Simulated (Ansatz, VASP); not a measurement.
# One calculation of AgB, two programs

```
Ag B
1.0
     2.64441    0.00000    0.00000
    -1.32220    2.29013    0.00000
     0.00000    0.00000    4.07951
Ag B
1 1
Direct
  0.33333 0.66667 0.50000
  0.00000 0.00000 0.00000
```

Alike in both runs: task relaxation of cell and atoms; functional PBE; k mesh 6 × 6 × 4; occupations gaussian, width 0.1 eV; no spin polarisation.

|  | VASP | Ansatz |
| --- | --- | --- |
| version | VASP 6.6.1 | Ansatz 0.2.0 |
| potentials or method | VASP PAW PBE potentials, release 64 (Ag_sv_GW, B), cutoff 630 eV | scalar-relativistic, plane waves, PAW |
| valence electrons in the cell | 22 | 22 |

|  | VASP | Ansatz | Ansatz less VASP |
| --- | --- | --- | --- |
| gap on the k mesh at the Fermi level, each at its own relaxed structure (eV) | none | none | - |
| relaxed volume (Å³/atom) | 12.38 | 12.85 | +0.473 |
| relaxed length of the cell vector where the two differ most in proportion (Å) | 3.500 | 2.888 | -0.6124 |

A gap of «none» marks a metal or a gap that the smearing closes. One of these differences is far larger than is usual between the two programs; its cause wasn't traced.

The k mesh is coarse, so the values compare programs but aren't converged.
